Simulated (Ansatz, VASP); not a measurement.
BaTiO3 in VASP and in Ansatz

INCAR

```
PREC = Accurate
ENCUT = 520
EDIFF = 1E-8
ISMEAR = -1
SIGMA = 0.05
LREAL = False
LASPH = True
NELM = 120
ALGO = Normal
ISIF = 2
LWAVE = False
LCHARG = False
GGA = PE
LEFG = True
NBANDS = 28
GGA_COMPAT = False
```

KPOINTS

```
Automatic mesh
0
Gamma
  8 8 8
```

Contents of POSCAR:

```
BaTiO3
1.0
    3.9841000000      0.0000000000      0.0000000000
    0.0000000000      2.8370500000      2.9027160000
    0.0000000000     -2.8370500000      2.9027160000
Ba Ti O
1 1 3
Direct
    0.0000000000      0.0000000000      0.0000000000
    0.5000000000      0.5079000000      0.5079000000
    0.0000000000      0.4921000000      0.4921000000
    0.5000000000      0.5025100000      0.9937100000
    0.5000000000      0.9937100000      0.5025100000
```

Input for Ansatz:

```yaml
crystal:
  lattice:
    - [3.9841, 0.0, 0.0]
    - [0.0, 2.83705, 2.902716]
    - [0.0, -2.83705, 2.902716]
  atoms:
    - { symbol: Ba, position: [0.0, 0.0, 0.0] }
    - { symbol: Ti, position: [0.5, 0.5079, 0.5079] }
    - { symbol: O, position: [0.0, 0.4921, 0.4921] }
    - { symbol: O, position: [0.5, 0.50251, 0.99371] }
    - { symbol: O, position: [0.5, 0.99371, 0.50251] }
kpoints:
  mp_grid: { grid: [8, 8, 8] }
scf:
  occupations: { method: fermi_dirac, width: 0.05 }
hamiltonian:
  xc: pbe
  pseudopotentials: { kind: all_electron, datasets: crystal }
output:
  forces: true
  stress: true
  eigenvalues: true
  efg: { contact_densities: true }
```

Change from the starting cell: zz strain of +2 %, crystal datasets.

Alike in both runs: task electric field gradients; functional PBE; k mesh 8 × 8 × 8; occupations fermi-dirac, width 0.05 eV; no spin polarisation.

|  | VASP | Ansatz |
| --- | --- | --- |
| version | VASP 6.6.1 | Ansatz 0.2.0 |
| potentials or method | VASP PAW PBE potentials, release 64 (Ba_sv, Ti_sv, O), cutoff 520 eV | all-electron PAW with datasets made for the crystal, scalar-relativistic |

```csv
,VASP,Ansatz,Ansatz less VASP
pressure (GPa),0.4,-1.2,-1.63
"traceless stress, the component that is largest in VASP (GPa)",-3.59,-3.50,+0.095
rms of the force components (eV/Å),0.121,0.126,+0.0057
size of Vzz on the site where it differs most (V/Å²),12.3,11.5,-0.80
```

Atom by atom the forces differ by 0.008 eV/Å (rms over components). Ansatz ran all-electron here, and VASP with PAW potentials.

Neither program's run includes spin-orbit coupling.
